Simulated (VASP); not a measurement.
Here is a VASP 6.6.1 calculation.

INCAR

```
PREC = Accurate
ENCUT = 520
EDIFF = 1E-7
ISMEAR = 0
SIGMA = 0.05
LREAL = False
LASPH = True
NELM = 100
ALGO = Normal
ISIF = 2
LWAVE = False
LCHARG = False
GGA = PE
NBANDS = 16
```

The input KPOINTS:

```
regular mesh
0
Gamma
  12 12 6
```

Contents of POSCAR:

```
AlN
1.0
    3.1302395627      0.0000000000      0.0000000000
   -1.5651197814      2.7108669813      0.0000000000
    0.0000000000      0.0000000000      5.0179796546
Al N
2 2
Direct
    0.1895743683      0.6666666667      0.0914062433
    0.6666666667      0.3333333333      0.5017287175
    0.3333333333      0.6666666667      0.3832712825
    0.6666666667      0.3333333333      0.8832712825
```

Potentials or basis: VASP PAW PBE potentials, release 64 (Al, N).

Run with:

```sh
$ cat potpaw_PBE.64/Al/POTCAR potpaw_PBE.64/N/POTCAR > POTCAR
$ mpirun -np 1 vasp_std > vasp.out
```

Task: Predict the largest force.

Result: 16.189 eV/Å.

Task: What does it give for the pressure?

Result: 22.6 GPa.

Task: What does it give for the band gap on the k mesh?

Result: 0.60 eV (least direct gap 0.61 eV).

Forces in eV/Å, atoms in the order of the input:
```
Al    0.072   1.883 -16.079
Al   -0.549  -0.343   4.501
N     2.299  -0.085  10.223
N    -1.822  -1.455   1.355
```

Caveat: the cell differs from its parent crystal (atom 1 (Al) moved by (-0.450, +0.450) A along x and z); the stress differs along the axes, from 4 to 53 GPa; semilocal functionals underestimate gaps, and a narrow one can read as zero; forces of over 1 eV/Å act on the atoms, so gaps and moduli don't describe the material at rest. A k mesh can miss the band edges.
